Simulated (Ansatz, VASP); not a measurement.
# Two plane-wave programs on CaSn2O5

```xyz
16
Lattice="2.0006 -5.4592 0.0000 2.0006 5.4592 0.0000 0.0000 0.0000 10.8637" Properties=species:S:1:pos:R:3 pbc="T T T"
Ca    2.0006    3.3560    2.7159
Ca    2.0006   -3.3560    8.1478
Sn    2.0006   -4.0201    0.6831
Sn    2.0006    4.0201   10.1806
Sn    2.0006    4.0201    6.1150
Sn    2.0006   -4.0201    4.7488
O     2.0006    3.2919    8.1478
O     2.0006   -3.2919    2.7159
O     2.0006   -2.1216    6.0096
O     2.0006    2.1216    4.8541
O     2.0006    2.1216    0.5778
O     2.0006   -2.1216   10.2859
O     2.0006    4.9412    1.1865
O     2.0006   -4.9412    9.6772
O     2.0006    4.9412    4.2453
O     2.0006   -4.9412    6.6184
```

Alike in both runs: task electric field gradients; functional r2SCAN; k mesh 6 × 6 × 2; occupations fermi-dirac, width 0.02 eV; no spin polarisation.

|  | VASP | Ansatz |
| --- | --- | --- |
| version | VASP 6.6.1 | Ansatz 0.2.0 |
| potentials or method | VASP PAW PBE potentials, release 64 (Ca_sv, Sn_d, O) | plane-wave PAW, scalar-relativistic |
| plane-wave cutoff (eV) | 520 | 500 |
| valence electrons in the cell | 136 | 136 |

Ansatz gave:

| Property | Result |
| --- | --- |
| gap on the k mesh at the Fermi level (eV) | 2.01 |
| pressure (GPa) | -5.7 |
| traceless stress, the component that is largest in VASP (GPa) | 0.52 |
| rms of the force components (eV/Å) | 0.140 |
| size of Vzz on the site where it differs most (V/Å²) | 45.4 |

Problem. What did VASP give for the same quantities?

Solution. gap on the k mesh at the Fermi level (eV): 1.99; pressure (GPa): -4.7; traceless stress, the component that is largest in VASP (GPa): 0.34; rms of the force components (eV/Å): 0.129; size of Vzz on the site where it differs most (V/Å²): 42.9.

VASP's potentials were made for PBE, not for r2SCAN. Atom by atom the forces differ by 0.019 eV/Å (rms over components). One of these differences is far larger than is usual between the two programs; its cause wasn't traced.
